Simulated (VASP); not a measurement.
Write the native input for VASP 6.6.1 that does the following.

```yaml
Task: relaxation of cell and atoms
Functional: r2SCAN
Potentials_or_basis: VASP PAW PBE potentials, release 64 (Pb_d, Se)
Cutoff: 600 eV
k_mesh: 6 × 6 × 6
Occupations: gaussian, width 0.01 eV
Spin: no spin polarisation
Target_pressure: 2 GPa
Dipole_correction: no
Further_INCAR_settings: ALGO = Normal; EDIFF = 1e-06; IBRION = 2; EDIFFG = -0.002; NSW = 100; ISIF = 3
```

Crystal: PbSe.

```
Pb Se
1.0
     0.00000    3.08967    3.08967
     3.08967    0.00000    3.08967
     3.08967    3.08967    0.00000
Pb Se
1 1
Direct
  0.00000 0.00000 0.00000
  0.50000 0.50000 0.50000
```

These files were run (other wordings do the same):

POSCAR

```
PbSe
1.0
    0.0000000000      3.0896732418      3.0896732418
    3.0896732418      0.0000000000      3.0896732418
    3.0896732418      3.0896732418      0.0000000000
Pb Se
1 1
Direct
    0.0000000000      0.0000000000      0.0000000000
    0.5000000000      0.5000000000      0.5000000000
```

INCAR.step1

```
SYSTEM = PbSe
PREC     = Accurate       ! precision mode
ENCUT    = 600            ! plane-wave cutoff, eV
ISMEAR   = 0              ! smearing method
SIGMA    = 0.01           ! smearing width, eV
LREAL    = .FALSE.        ! projectors in reciprocal space
LASPH    = .TRUE.         ! aspherical terms in the spheres
NELM     = 60             ! most SCF steps
GGA      = PE             ! functional
ALGO     = Normal         ! electronic algorithm
EDIFF    = 1E-4           ! SCF threshold, eV
LWAVE    = .TRUE.         ! write WAVECAR
LCHARG   = .FALSE.        ! write CHGCAR
```

INCAR.step2

```
SYSTEM = PbSe
PREC     = Accurate       ! precision mode
ENCUT    = 600            ! plane-wave cutoff, eV
EDIFF    = 1E-6           ! SCF threshold, eV
ISMEAR   = 0              ! smearing method
SIGMA    = 0.01           ! smearing width, eV
LREAL    = .FALSE.        ! projectors in reciprocal space
LASPH    = .TRUE.         ! aspherical terms in the spheres
NELM     = 60             ! most SCF steps
ALGO     = Normal         ! electronic algorithm
ISIF     = 3              ! what is computed and relaxed
LWAVE    = .FALSE.        ! write WAVECAR
LCHARG   = .FALSE.        ! write CHGCAR
METAGGA  = R2SCAN         ! meta-GGA
LMIXTAU  = .TRUE.       
IBRION   = 2              ! ionic algorithm
NSW      = 100            ! ionic steps
EDIFFG   = -0.002         ! ionic threshold
PSTRESS  = 20.0         
ISTART   = 1
```

KPOINTS

```
Automatic mesh
0
G
  6 6 6
  0 0 0
```

Potentials or basis: VASP PAW PBE potentials, release 64 (Pb_d, Se).

Run with:

```sh
$ cat potpaw_PBE.64/Pb_d/POTCAR potpaw_PBE.64/Se/POTCAR > POTCAR
$ cp INCAR.step1 INCAR
$ mpirun -np 1 vasp_std > vasp.out
$ cp INCAR.step2 INCAR
$ mpirun -np 1 vasp_std > vasp.out
```

It gave:

| Property | Result |
| --- | --- |
| Relaxed volume | 28.44 Å³/atom |
| Relaxed cell | a = 4.317 Å, b = 4.317 Å, c = 4.317 Å, α = 60.00°, β = 60.00°, γ = 60.00° |
| Space group after relaxing (to 0.1 Å) | Fm-3m (No. 225) |
| Energy change on relaxing (the run minimises the enthalpy) | +6.3 meV/atom |
| Ionic steps | 3 |
| Pressure after relaxing | 2.0 GPa |
| Band gap on the k mesh | 0.55 eV |

Caveat: the cell is relaxed towards a set pressure, so the run minimises the enthalpy, not the energy; the PAW data sets were made with another functional, which shifts forces and pressure a little; spin-orbit coupling is left out, which moves the levels of the heavy elements.

It took 2.5 min on 1 thread of AMD EPYC 9R45 96-Core Processor (Zen 5) (shared host), peak memory 0.2 GiB.
